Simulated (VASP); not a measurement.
Wanted: the native input for a VASP 6.6.1 run.

```yaml
Task: single point
Functional: PBE
Dispersion: D3(BJ)
Potentials_or_basis: VASP PAW PBE potentials, release 64 (Tl_d)
Cutoff: 520 eV
k_mesh: 18 × 18 × 18
Occupations: gaussian, width 0.15 eV
Spin: no spin polarisation
Dipole_correction: no
Further_INCAR_settings: ALGO = Fast; EDIFF = 1e-06; NBANDS = 12
```

The structure of Tl lies in POSCAR:

```
Tl
1.0
   -2.0380500000      2.0380500000      1.8439500000
    2.0380500000     -2.0380500000      1.8439500000
    2.0380500000      2.0380500000     -1.8439500000
Tl
1
Direct
    0.0000000000      0.0000000000      0.0000000000
```

This cell differs from its parent crystal: strain +0.050 along x and y, -0.050 along z.

These files were run (other wordings do the same):

INCAR

```
SYSTEM = Tl
ALGO     = Fast           ! electronic algorithm
EDIFF    = 1E-6           ! SCF threshold, eV
ENCUT    = 520            ! plane-wave cutoff, eV
GGA      = PE             ! functional
ISIF     = 2              ! what is computed and relaxed
ISMEAR   = 0              ! smearing method
IVDW     = 12             ! dispersion correction
LASPH    = .TRUE.         ! aspherical terms in the spheres
LCHARG   = .FALSE.        ! write CHGCAR
LREAL    = .FALSE.        ! projectors in reciprocal space
LWAVE    = .FALSE.        ! write WAVECAR
NBANDS   = 12             ! bands
NELM     = 60             ! most SCF steps
PREC     = Accurate       ! precision mode
SIGMA    = 0.15           ! smearing width, eV
```

KPOINTS

```
k-points
0
G
  18 18 18
  0 0 0
```

Potentials or basis: VASP PAW PBE potentials, release 64 (Tl_d).

The run is started by

```console
$ cat potpaw_PBE.64/Tl_d/POTCAR > POTCAR
$ mpirun -np 1 vasp_std > vasp.out
```

It gave:

```
Pressure                   : -1.1 GPa
Band gap on the k mesh     : zero (an odd number of electrons rules out a gap without spin polarisation)
Dispersion energy per atom : -0.319 eV
```

Caveat: the cell differs from its parent crystal (strain +0.050 along x and y, -0.050 along z); spin-orbit coupling is left out, which moves the levels of the heavy elements.

Run time: 59 s on 1 thread of Intel(R) Xeon(R) 6975P-C (Granite Rapids), on a shared host, peak memory 0.3 GiB.
